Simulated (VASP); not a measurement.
Input of a VASP 6.6.1 run:

The input INCAR:

```
SYSTEM = HC12
PREC = Accurate
ENCUT = 520
EDIFF = 1E-6
ISMEAR = 0
SIGMA = 0.05
LREAL = Auto
LASPH = .True.
NELM = 100
ALGO = Normal
ISIF = 2
LWAVE = .False.
LCHARG = .False.
LDIPOL = .True.
IDIPOL = 3
DIPOL = 0.5 0.5 0.293
NBANDS = 68
```

KPOINTS

```
regular mesh
0
Gamma
  6 4 1
  0 0 0
```

File POSCAR:

```
HC12
1.0
    4.8892663280      0.0000000000      0.0000000000
   -2.4446331640      6.7739291692      0.0000000000
    0.0000000000      0.0000000000     22.7684096771
C H
24 2
Direct
    0.4020794403      0.3041588806      0.1756820110
    0.4020794403      0.8041588805      0.1756820110
    0.9020794403      0.3041588806      0.1756820110
    0.9020794403      0.8041588805      0.1756820110
    0.1630408159      0.3260816317      0.2059829668
    0.1630408159      0.8260816317      0.2059829668
    0.6630408159      0.3260816317      0.2059829668
    0.6630408159      0.8260816317      0.2059829668
    0.1846395683      0.3692791367      0.2666259491
    0.1846395683      0.8692791367      0.2666259491
    0.6846395683      0.3692791367      0.2666259491
    0.6846395683      0.8692791367      0.2666259491
    0.4461625696      0.3923265051      0.2960492075
    0.4461625696      0.8923265051      0.2960492075
    0.9461625696      0.3923265051      0.2960492075
    0.9461625696      0.8923265051      0.2960492075
    0.4715644646      0.4431294558      0.3591099590
    0.4715644646      0.9431294558      0.3591099590
    0.9715644646      0.4431294558      0.3591099590
    0.9715644646      0.9431294558      0.3591099590
    0.2327030006      0.4654044969      0.3851129614
    0.2327030006      0.9654044969      0.3851129614
    0.7327030006      0.4654044969      0.3851129614
    0.7327030006      0.9654044969      0.3851129614
    0.2327030006      0.9202753343      0.4329863094
    0.2327030006      1.0105336595      0.4329863094
```

Potentials or basis: VASP PAW LDA potentials, release 64 (C, H).

Run with:

```console
$ cat potpaw_LDA.64/C/POTCAR potpaw_LDA.64/H/POTCAR > POTCAR
$ mpirun -np 1 vasp_std > vasp.out
```

(1) Predict the band gap on the k mesh.

(2) Estimate the largest force.

Answers

(1) zero (filled and empty bands overlap).

(2) 11.048 eV/Å.
